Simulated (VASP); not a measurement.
# Li4Nb4O11 (a cell with a defect) in VASP: further runs

Li4Nb4O11 (a cell with a defect) is run at these levels: PBE; tasks: single point.

Program: VASP 6.6.1. These are calculated values, not measurements. Logs are shortened: lines on timing, memory, paths and dates and some standing lists are left out, and cuts for length are marked.

## 1. The cell of the first run

The cell holds a defect, 19 atoms: a = 5.223 Å, b = 5.499 Å, c = 7.584 Å, α = 94.07°, β = 90.00°, γ = 90.00°.

## 2. Single point, PBE (atom 18 moved 0.625 of the way to it and +0.175 Å across, host rigid)

The input, INCAR:

```
SYSTEM = Li4Nb4O11
PREC = Accurate
ENCUT = 520
EDIFF = 1E-7
ISMEAR = 0
SIGMA = 0.05
LREAL = Auto
LASPH = .TRUE.
NELM = 60
ALGO = Normal
ISIF = 2
LWAVE = .FALSE.
LCHARG = .FALSE.
GGA = PE
NELECT = 128.0
NBANDS = 80
```

The input, KPOINTS:

```
regular mesh
0
G
  4 4 4
  0 0 0
```

The input, POSCAR:

```
Li4Nb4O11
1.0
    5.2231019317      0.0000000000      0.0000000000
    0.0000000000      3.0155593063     -4.5984613597
    0.0000000000      6.0311186126      4.5984613597
Li Nb O
4 4 11
Direct
    0.0000000000      0.5000000000      0.2500000000
    0.5000000000      0.0000000000      0.7500000000
    0.0000000000      0.5000000000      0.7500000000
    0.5000000000      0.0000000000      0.2500000000
    0.5000000000      0.5000000000      0.5000000000
    0.0000000000      0.0000000000      0.0000000000
    0.0000000000      0.0000000000      0.5000000000
    0.5000000000      0.5000000000      0.0000000000
    0.8803293659      0.0000000000      0.2500000000
    0.3803293659      0.5000000000      0.7500000000
    0.8098353170      0.6901646830      0.9401646830
    0.8098353170      0.3098353170      0.5598353170
    0.3098353170      0.8098353170      0.0598353170
    0.1196706341      0.0000000000      0.7500000000
    0.6196706341      0.5000000000      0.2500000000
    0.6901646830      0.8098353170      0.5598353170
    0.1901646830      0.3098353170      0.0598353170
    0.2976302365      0.9956101443      0.4401646830
    0.6901646830      0.1901646830      0.9401646830
```

Potentials or basis: VASP PAW PBE potentials, release 64 (Li_sv, Nb_sv, O).

Command:

```bash
> cat potpaw_PBE.64/Li_sv/POTCAR potpaw_PBE.64/Nb_sv/POTCAR potpaw_PBE.64/O/POTCAR > POTCAR
> mpirun -np 1 vasp_std > vasp.out
```

OUTCAR:

```text
SYSTEM = Li4Nb4O11
   PREC = Accurate
   ENCUT = 520
   EDIFF = 1E-7
   ISMEAR = 0
   LREAL = Auto
   LASPH = .TRUE.
   NELM = 60
   ISIF = 2
   GGA = PE
   NELECT = 128.0

 ion  position               nearest neighbor table
   1  0.000  0.500  0.250-  15 1.99  17 1.99
   2  0.500  0.000  0.750-  14 1.99  16 1.99  19 1.99
   3  0.000  0.500  0.750-  10 1.99  11 1.99  12 1.99
   4  0.500  0.000  0.250-  18 1.79   9 1.99  13 1.99
   5  0.500  0.500  0.500-  12 2.00  16 2.00  15 2.00  10 2.00
   6  0.000  0.000  0.000-  13 2.00  19 2.00  17 2.00  11 2.00   9 2.00  14 2.00
   7  0.000  0.000  0.500-  18 1.62  16 2.00  12 2.00   9 2.00  14 2.00
   8  0.500  0.500  0.000-  11 2.00  17 2.00  13 2.00  19 2.00  10 2.00  15 2.00
   9  0.880  0.000  0.250-   4 1.99   6 2.00   7 2.00
  10  0.380  0.500  0.750-   3 1.99   5 2.00   8 2.00
  11  0.810  0.690  0.940-   3 1.99   8 2.00   6 2.00
  12  0.810  0.310  0.560-   3 1.99   5 2.00   7 2.00
  13  0.310  0.810  0.060-   4 1.99   6 2.00   8 2.00
  14  0.120  0.000  0.750-   2 1.99   6 2.00   7 2.00
  15  0.620  0.500  0.250-   1 1.99   5 2.00   8 2.00
  16  0.690  0.810  0.560-   2 1.99   7 2.00   5 2.00
  17  0.190  0.310  0.060-   1 1.99   8 2.00   6 2.00
  18  0.298  0.996  0.440-   7 1.62   4 1.79
  19  0.690  0.190  0.940-   2 1.99   6 2.00   8 2.00

  LATTYP: Found a simple monoclinic cell.
 ALAT       =     5.4990403532
 B/A-ratio  =     0.9498206225
 C/A-ratio  =     1.3791878824
 COS(beta)  =    -0.0709408676

  Lattice vectors:

 A1 = (   0.0000000000,   3.0155593063,  -4.5984613597)
 A2 = (  -5.2231019317,   0.0000000000,   0.0000000000)
 A3 = (   0.0000000000,   6.0311186126,   4.5984613597)

Analysis of symmetry for initial positions (statically):
=====================================================================
 Subroutine PRICEL returns:
 Original cell was already a primitive cell.

 Routine SETGRP: Setting up the symmetry group for a
 simple monoclinic supercell.

 Subroutine GETGRP returns: Found  1 space group operations
 (whereof  1 operations were pure point group operations)
 out of a pool of  4 trial point group operations.

The static configuration has the point symmetry C_1 .

Analysis of symmetry for dynamics (positions and initial velocities):
=====================================================================
 Subroutine PRICEL returns:
 Original cell was already a primitive cell.

 Routine SETGRP: Setting up the symmetry group for a
 simple monoclinic supercell.

 Subroutine GETGRP returns: Found  1 space group operations
 (whereof  1 operations were pure point group operations)
 out of a pool of  4 trial point group operations.

The dynamic configuration has the point symmetry C_1 .

 Subroutine INISYM returns: Found  1 space group operations
 (whereof  1 operations are pure point group operations),
 and found     1 'primitive' translations

----------------------------------------------------------------------------------------

                                     Primitive cell

  volume of cell :     217.2852

  direct lattice vectors                    reciprocal lattice vectors
     5.223101932  0.000000000  0.000000000     0.191457110  0.000000000  0.000000000
     0.000000000  3.015559306 -4.598461360     0.000000000  0.110537814 -0.144976029
     0.000000000  6.031118613  4.598461360     0.000000000  0.110537814  0.072488014

  length of vectors
     5.223101932  5.499040353  7.584209820     0.191457110  0.182309235  0.132185932

  position of ions in fractional coordinates (direct lattice)
     0.000000000  0.500000000  0.250000000
     0.500000000  1.000000000  0.750000000
     0.000000000  0.500000000  0.750000000
     0.500000000  1.000000000  0.250000000
     0.500000000  0.500000000  0.500000000
     0.000000000  0.000000000  0.000000000
[... 11 lines left out ...]
     0.297630236  0.995610144  0.440164683
     0.690164683  0.190164683  0.940164683

  ion indices of the primitive-cell ions
   primitive index   ion index
                 1           1
                 2           2
                 3           3
                 4           4
                 5           5
                 6           6
[... 11 lines left out ...]
                18          18
                19          19

----------------------------------------------------------------------------------------

 KPOINTS: regular mesh

Automatic generation of k-mesh.
 Grid dimensions read from file:
 generate k-points for:    4    4    4

 Generating k-lattice:

  Cartesian coordinates                     Fractional coordinates (reciprocal lattice)
     0.047864277  0.000000000  0.000000000     0.250000000  0.000000000  0.000000000
     0.000000000  0.027634453 -0.036244007     0.000000000  0.250000000 -0.000000000
     0.000000000  0.027634453  0.018122004     0.000000000 -0.000000000  0.250000000

  Length of vectors
     0.047864277  0.045577309  0.033046483

  Shift w.r.t. Gamma in fractional coordinates (k-lattice)
     0.000000000  0.000000000  0.000000000

 Subroutine IBZKPT returns following result:
 ===========================================

 Found     36 irreducible k-points:

 Following reciprocal coordinates:
            Coordinates               Weight
  0.000000  0.000000  0.000000      1.000000
  0.250000  0.000000  0.000000      2.000000
  0.500000  0.000000  0.000000      1.000000
  0.000000  0.250000  0.000000      2.000000
  0.250000  0.250000  0.000000      2.000000
  0.250000 -0.250000  0.000000      2.000000
[... 16 lines left out ...]
  0.000000 -0.250000  0.250000      2.000000
  0.250000 -0.250000  0.250000      2.000000
 [... further k-points ...]
   k-points           NKPTS =     36   k-points in BZ     NKDIM =     36   number of bands    NBANDS=     80
   number of dos      NEDOS =    301   number of ions     NIONS =     19
   total plane-waves  NPLWV =  94080
   dimension x,y,z NGX =    40 NGY =   42 NGZ =   56
   dimension x,y,z NGXF=    80 NGYF=   84 NGZF=  112
   ions per type =               4   4  11
   NGX,Y,Z   is equivalent  to a cutoff of  12.73, 12.70, 12.28 a.u.
   NGXF,Y,Z  is equivalent  to a cutoff of  25.46, 25.39, 24.55 a.u.
 SYSTEM =  Li4Nb4O11
   PREC   = accura    normal or accurate (medium, high low for compatibility)
   ISTART =      0    job   : 0-new  1-cont  2-samecut
   ICHARG =      2    charge: 1-file 2-atom 10-const
   ISPIN  =      1    spin polarized calculation?
   LNONCOLLINEAR =      F non collinear calculations
   LSORBIT =      F    spin-orbit coupling
   LASPH  =      T    aspherical Exc in radial PAW
   ENCUT  =  520.0 eV  38.22 Ry    6.18 a.u.   9.71 10.22 14.10*2*pi/ulx,y,z
   NELM   =     60;   NELMIN=  2; NELMDL= -5     # of ELM steps
   EDIFF  = 0.1E-06   stopping-criterion for ELM
   LREAL  =      T    real-space projection
   EDIFFG = 0.1E-05   stopping-criterion for IOM
   NSW    =      0    number of steps for IOM
   IBRION =     -1    ionic relax: 0-MD 1-quasi-New 2-CG
   NFREE  =      0    steps in history (QN), initial steepest desc. (CG)
   ISIF   =      2    stress and relaxation
   ISYM   =      2    0-nonsym 1-usesym 2-fastsym
   POTIM  = 0.5000    time-step for ionic-motion
   TEBEG  =    0.0;   TEEND  =   0.0 temperature during run
   PSTRESS=    0.0 pullay stress
   NELECT =     128.0000    total number of electrons
   NUPDOWN=      -1.0000    fix difference up-down
   EMIN   =  10.00;   EMAX   =-10.00  energy-range for DOS
   EFERMI =   0.00;   METHOD = LEGACY
   ISMEAR =     0;   SIGMA  =   0.05  broadening in eV -4-tet -1-fermi 0-gaus
   EFERMI_NEDOS =   21; number of points for ismear=-14 and -15
   IALGO  =     38    algorithm
   IMIX   =      4    mixing-type and parameters
     AMIX     =   0.40;   BMIX     =  1.00
     AMIX_MAG =   1.60;   BMIX_MAG =  1.00
  volume/ion in A,a.u.               =      11.44        77.17
  Fermi-wavevector in a.u.,A,eV,Ry     =   1.372360  2.593385 25.624837  1.883372
  Thomas-Fermi vector in A             =   2.497974
   LORBIT       =      0    0 simple, 1 ext, 2 COOP (PROOUT), +10 PAW based schemes
   GGA     = PE    functional components
   LHFCALC =     F    Hartree Fock is set to
   AEXX    =    0.0000 exact exchange contribution
   IVDW    =     0    specifies the selected vdW correction
   LEPSILON=     F    determine dielectric tensor
   LRPA    =     F    only Hartree local field effects (RPA)
 non-spin polarized calculation
 Gauss-broadening in eV      SIGMA  =   0.05
  energy-cutoff  :      520.00
  volume of cell :      217.29
 maximum number of plane-waves:      5888
 NGX is ok and might be reduce to    40
   NGX = 19   NGY = 21   NGZ = 29

 number of electron     127.9999974 magnetization

 Free energy of the ion-electron system (eV)
  ---------------------------------------------------
  ext. energy  EPLUGINS =         0.00000000
  ---------------------------------------------------
  free energy    TOTEN  =      -157.23131238 eV

  energy without entropy =     -157.23131238  energy(sigma->0) =     -157.23131238

 E-fermi :   4.3343     XC(G=0): -10.2936

 val. band max:        3.9850771828   @ k =   0.2500   0.0000   0.5000
 cond. band min:       4.5607862741   @ k =   0.5000   0.2500   0.5000
 fundamental gap:      0.5757090913
 Fermi energy:         4.3343031711

 k-point     1 :       0.0000    0.0000    0.0000
  band No.  band energies     occupation
      1     -52.5144      2.00000
      2     -50.8945      2.00000
      3     -50.6694      2.00000
      4     -50.4431      2.00000
      5     -40.3519      2.00000
      6     -39.1642      2.00000
[... 68 lines left out ...]
     75       8.6138      0.00000
     76       8.7348      0.00000

 k-point     2 :       0.2500    0.0000    0.0000
  band No.  band energies     occupation
      1     -52.5144      2.00000
      2     -50.8945      2.00000
      3     -50.6693      2.00000
      4     -50.4431      2.00000
      5     -40.3519      2.00000
      6     -39.1642      2.00000
[... 68 lines left out ...]
     75       8.4934      0.00000
     76       8.7756      0.00000

 k-point     3 :       0.5000    0.0000    0.0000
  band No.  band energies     occupation
      1     -52.5144      2.00000
      2     -50.8945      2.00000
      3     -50.6693      2.00000
      4     -50.4432      2.00000
      5     -40.3519      2.00000
      6     -39.1642      2.00000
[... 1648 lines left out ...]
     75       8.5151      0.00000
     76       8.6680      0.00000

 k-point    24 :       0.2500   -0.2500    0.2500
  band No.  band energies     occupation
      1     -52.5144      2.00000
      2     -50.8945      2.00000
      3     -50.6693      2.00000
      4     -50.4432      2.00000
      5     -40.3519      2.00000
      6     -39.1642      2.00000
[... 68 lines left out ...]
     75       8.2333      0.00000
     76       8.6022      0.00000

 [... further k-points ...]

 [bands above 76 left out]

------------------------ aborting loop because EDIFF is reached ----------------------------------------

  FORCE on cell =-STRESS in cart. coord.  units (eV):
  Direction    XX          YY          ZZ          XY          YZ          ZX
  --------------------------------------------------------------------------------------
  -------------------------------------------------------------------------------------
  Total       -5.8210472    -19.8041836    -20.8192797     -3.0759488      1.3179171     -0.5783802
  in kB      -42.9221564   -146.0284091   -153.5133360    -22.6808597      9.7178122     -4.2647526
  external PRESSURE =    -114.1546338 kB  Pullay stress =       0.0000000 kB

 VOLUME and BASIS-vectors are now :
 -----------------------------------------------------------------------------
  energy-cutoff  :      520.00
  volume of cell :      217.29
      direct lattice vectors                 reciprocal lattice vectors
     5.223101932  0.000000000  0.000000000     0.191457110  0.000000000  0.000000000
     0.000000000  3.015559306 -4.598461360     0.000000000  0.110537814 -0.144976029
     0.000000000  6.031118613  4.598461360     0.000000000  0.110537814  0.072488014

 POSITION                                       TOTAL-FORCE (eV/Angst)
 -----------------------------------------------------------------------------------
      0.00000      3.01556     -1.14962        -0.658582     -1.226367     -0.662218
      2.61155      4.52334      3.44885        -0.073389      0.417067      0.350541
      0.00000      6.03112      1.14962        -0.322041      0.734829      0.560257
      2.61155      1.50778      1.14962         0.661542     -1.189260     -0.610685
      2.61155      4.52334      0.00000         6.299114      2.681504     -0.220993
      0.00000      0.00000      0.00000        -0.176405     -0.400193     -0.043135
[... 11 lines left out ...]
      1.55455      5.65701     -2.55419         9.005691     -2.205592     -1.601389
      3.60480      6.24370      3.44885        -0.179383      0.295327     -0.372240
 -----------------------------------------------------------------------------------
    total drift:                                0.003234      0.001414     -0.004159

  FREE ENERGIE OF THE ION-ELECTRON SYSTEM (eV)
  ---------------------------------------------------
  free  energy   TOTEN  =      -157.2313123757 eV

  energy  without entropy=     -157.2313123757  energy(sigma->0) =     -157.23131238
```

Run time: 15 min. Hardware: 1 thread of Intel Xeon Platinum 8559C (Emerald Rapids), shared host; peak memory 0.52 GiB.

Results:

| Property | Result |
| --- | --- |
| Free energy | -157.2313 eV |
| Largest force | 10.548 eV/Å |

Forces in eV/Å, atoms in the order of the input:
```
Li  -0.659 -1.226 -0.662
Li  -0.073  0.417  0.351
Li  -0.322  0.735  0.560
Li   0.662 -1.189 -0.611
Nb   6.299  2.682 -0.221
Nb  -0.176 -0.400 -0.043
Nb  -9.904  3.627  0.107
Nb   0.321 -0.098 -0.211
O   -0.115  0.715  0.880
O   -0.417 -2.971 -1.966
O   -0.345 -0.028  0.232
O   -1.343  0.301 -1.738
O    0.079 -0.204  0.419
O   -0.320 -0.540 -0.089
O   -1.247  2.073  1.926
O   -1.433 -2.537  2.993
O    0.168  0.556  0.049
O    9.006 -2.206 -1.601
O   -0.179  0.295 -0.372
```

Levels at points of the mesh, in eV from the Fermi level:
```tsv
k point	band 60	band 61	band 62	band 63	band 64	band 65	band 66	band 67	band 68	band 69
(0.00, 0.00, 0.00)	-1.08	-1.04	-0.57	-0.52	-0.45	0.53	1.01	1.26	1.48	2.28
(0.50, 0.00, 0.00)	-1.27	-1.01	-0.97	-0.53	-0.43	0.27	1.30	1.51	2.10	2.27
(0.00, 0.50, 0.00)	-1.27	-1.10	-0.94	-0.53	-0.50	0.75	1.34	1.62	1.92	2.49
(0.50, 0.50, 0.00)	-1.25	-1.05	-1.03	-0.96	-0.95	0.32	1.23	1.33	1.47	2.22
(0.00, 0.00, 0.50)	-1.08	-1.02	-0.54	-0.50	-0.38	0.48	1.01	1.71	1.96	2.34
(0.50, 0.00, 0.50)	-1.00	-0.82	-0.70	-0.53	-0.43	0.23	1.59	1.85	2.17	2.21
(0.00, 0.50, 0.50)	-1.01	-0.86	-0.75	-0.52	-0.50	0.81	1.59	1.75	1.99	2.72
(0.50, 0.50, 0.50)	-1.26	-1.09	-1.06	-0.99	-0.89	0.28	1.38	1.74	1.93	2.82
```

Caveat: the cell carries a net charge on a neutralising background, which shifts energy and pressure; the cell differs from its parent crystal (atom 18 moved 0.625 of the way to it and +0.175 Å across, host rigid); the cell is charged against a uniform background, so pressure and absolute levels hang on convention; the cutoff is under 1.25 times the usual one of these potentials, so pressure, stress and relaxed cells hold a basis-set (Pulay) error.

## 3. Single point, PBE (atom 18 moved -0.125 of the way to it and -0.350 Å across, host rigid)

The input, INCAR:

```
SYSTEM = Li4Nb4O11
ALGO     = Normal         ! electronic algorithm
EDIFF    = 1E-6           ! SCF threshold, eV
ENCUT    = 520            ! plane-wave cutoff, eV
GGA      = PE             ! functional
ISIF     = 2              ! what is computed and relaxed
ISMEAR   = 0              ! smearing method
LASPH    = .TRUE.         ! aspherical terms in the spheres
LCHARG   = .FALSE.        ! write CHGCAR
LREAL    = Auto         
LWAVE    = .FALSE.        ! write WAVECAR
NBANDS   = 80             ! bands
NELECT   = 128.0        
NELM     = 60             ! most SCF steps
PREC     = Accurate       ! precision mode
SIGMA    = 0.05           ! smearing width, eV
```

The input, KPOINTS:

```
k-points
0
G
  4 4 4
  0 0 0
```

POSCAR, as its differences from that of step 2:

```diff
@@ -25,3 +25,3 @@
     0.1901646830      0.3098353170      0.0598353170
-    0.2976302365      0.9956101443      0.4401646830
+    0.1098630391      0.6417737603      0.4401646830
     0.6901646830      0.1901646830      0.9401646830
```

Potentials or basis: VASP PAW PBE potentials, release 64 (Li_sv, Nb_sv, O).

Command:

```bash
> cat potpaw_PBE.64/Li_sv/POTCAR potpaw_PBE.64/Nb_sv/POTCAR potpaw_PBE.64/O/POTCAR > POTCAR
> mpirun -np 1 vasp_std > vasp.out
```

It took 22 min on 1 thread of Intel Xeon 6975P-C, shared host; peak memory 0.53 GiB.

It converged, with:

```yaml
Free_energy: -158.1775 eV
Largest_force: 4.952 eV/Å
```

Forces in eV/Å, atoms in the order of the input:
```
Li  -0.712 -1.654 -0.695
Li   0.194  0.634  0.574
Li  -0.037  0.388  0.093
Li   0.576 -1.279 -0.401
Nb   1.829  3.048 -2.820
Nb  -0.191 -0.065  0.041
Nb  -3.221 -1.488  3.454
Nb   0.157 -0.203 -0.137
O    0.817  1.880  0.732
O    0.125 -2.226 -1.050
O   -0.144  0.116 -0.098
O   -1.140 -0.987  0.257
O    0.022  0.168  0.083
O    0.317 -1.953 -1.842
O   -1.081  1.594  1.899
O   -1.406 -0.407  0.018
O    0.164  0.056  0.277
O    3.665  2.252 -0.333
O    0.066  0.125 -0.051
```

Levels at points of the mesh, in eV from the Fermi level:
```csv
k point,band 60,band 61,band 62,band 63,band 64,band 65,band 66,band 67,band 68,band 69
"(0.00, 0.00, 0.00)",-0.97,-0.82,-0.42,-0.40,-0.31,0.31,1.28,1.54,1.73,2.10
"(0.50, 0.00, 0.00)",-1.11,-1.04,-0.77,-0.38,-0.31,0.81,1.40,1.63,2.01,2.41
"(0.00, 0.50, 0.00)",-1.14,-1.06,-0.90,-0.40,-0.38,1.21,1.53,1.81,2.11,2.26
"(0.50, 0.50, 0.00)",-1.05,-1.02,-0.90,-0.87,-0.79,0.57,1.46,1.63,1.69,1.90
"(0.00, 0.00, 0.50)",-0.97,-0.95,-0.41,-0.35,-0.26,0.30,1.28,2.04,2.26,2.39
"(0.50, 0.00, 0.50)",-0.85,-0.78,-0.68,-0.37,-0.31,0.82,1.31,1.99,2.26,2.69
"(0.00, 0.50, 0.50)",-0.89,-0.82,-0.73,-0.39,-0.37,1.13,1.61,2.09,2.18,2.58
"(0.50, 0.50, 0.50)",-1.07,-0.98,-0.96,-0.89,-0.82,0.56,1.61,1.86,2.26,2.37
```

Caveat: the cell carries a net charge on a neutralising background, which shifts energy and pressure; the cell differs from its parent crystal (atom 18 moved -0.125 of the way to it and -0.350 Å across, host rigid); the cell is charged against a uniform background, so pressure and absolute levels hang on convention; the cutoff is under 1.25 times the usual one of these potentials, so pressure, stress and relaxed cells hold a basis-set (Pulay) error.

(Part 1 of 2 ends here.)
